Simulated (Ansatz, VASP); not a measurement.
**C: VASP beside Ansatz**

```xyz
2
Lattice="1.1252 0.6496 3.9868 -1.1252 0.6496 3.9868 0.0000 -1.2993 3.9868" Properties=species:S:1:pos:R:3 pbc="T T T"
C     0.0000    0.0000    1.9615
C     0.0000    0.0000    9.9988
```

Alike in both runs: task single point; functional r2SCAN; k mesh 12 × 12 × 12; occupations gaussian, width 0.05 eV; no spin polarisation.

```csv
,VASP,Ansatz
version,VASP 6.6.1,Ansatz 0.2.0
potentials or method,"VASP PAW PBE potentials, release 64 (C), cutoff 520 eV","scalar-relativistic, plane waves, PAW"
valence electrons in the cell,8,8
```

Ansatz gave:

```
gap on the k mesh at the Fermi level (eV) : 0.23
least direct gap on the mesh (eV)         : 0.23
rms of the force components (eV/Å)        : 0.527
```

Task: Estimate VASP's values.

Result: gap on the k mesh at the Fermi level (eV): 0.23; least direct gap on the mesh (eV): 0.23; rms of the force components (eV/Å): 0.524.

VASP's potentials were made for PBE, not for r2SCAN. Atom by atom the forces differ by 0.003 eV/Å (rms over components).
